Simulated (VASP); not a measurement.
## Cd2S5: single point with PBE

Cd2S5:

```xyz
7
Lattice="-3.2038 2.7687 0.0178 -3.2038 -2.7687 0.0178 -1.0277 0.0000 10.2064" Properties=species:S:1:pos:R:3 pbc="T T T"
Cd   -5.7071   -1.0824    8.7612
Cd   -1.7282   -1.0824    1.4809
S    -6.1137   -0.1467    2.8839
S    -2.9198   -1.5407    4.5389
S    -4.5155   -1.5407    5.7032
S    -1.3216   -0.1467    7.3582
S    -3.2038    0.3787    0.0178
```

```yaml
Program: VASP 6.6.1
Task: single point
Functional: PBE
Potentials_or_basis: VASP PAW PBE potentials, release 64 (Cd, S)
Cutoff: 520 eV
k_mesh: 4 × 4 × 2
Occupations: gaussian, width 0.1 eV
Spin: no spin polarisation
```

```yaml
Pressure: 0.0 GPa
Largest_force: 0.113 eV/Å
Band_gap_on_the_k_mesh: 0.99 eV, direct
```

Forces on the atoms (eV/Å):
```
Cd   0.005  0.004 -0.004
Cd  -0.005  0.004  0.004
S   -0.003  0.024  0.088
S   -0.103 -0.039  0.029
S    0.103 -0.039 -0.029
S    0.003  0.024 -0.088
S    0.000  0.021  0.000
```

Stress tensor (GPa, compression positive):
```
 0.04  0.00  0.15
 0.00  0.07  0.00
 0.15  0.00 -0.17
```

Levels at points of the mesh, in eV from the valence-band top:
```
           k point  band 24  band 25  band 26  band 27  band 28  band 29  band 30  band 31
(0.00, 0.00, 0.00)    -1.14    -1.01    -0.79    -0.67     1.77     1.94     2.83     3.03
(0.50, 0.00, 0.00)    -1.27    -1.08    -0.43    -0.10     1.96     2.54     2.82     3.52
(0.50, 0.50, 0.00)    -1.90    -1.73    -1.02    -0.21     2.50     2.51     3.66     3.73
(0.00, 0.00, 0.50)    -1.08    -0.85    -0.70     0.00     0.99     2.11     2.69     3.32
(0.50, 0.00, 0.50)    -1.37    -1.07    -0.64    -0.32     2.19     2.55     2.86     3.56
(0.50, 0.50, 0.50)    -2.19    -1.60    -0.91    -0.34     2.48     2.89     3.33     3.97
```

It took 45 s on 1 thread of Intel(R) Xeon(R) 6975P-C (Granite Rapids) (shared host), peak memory 0.29 GiB.

A k mesh can miss the band edges. PBE gaps usually lie below the measured ones, often by a third to a half.
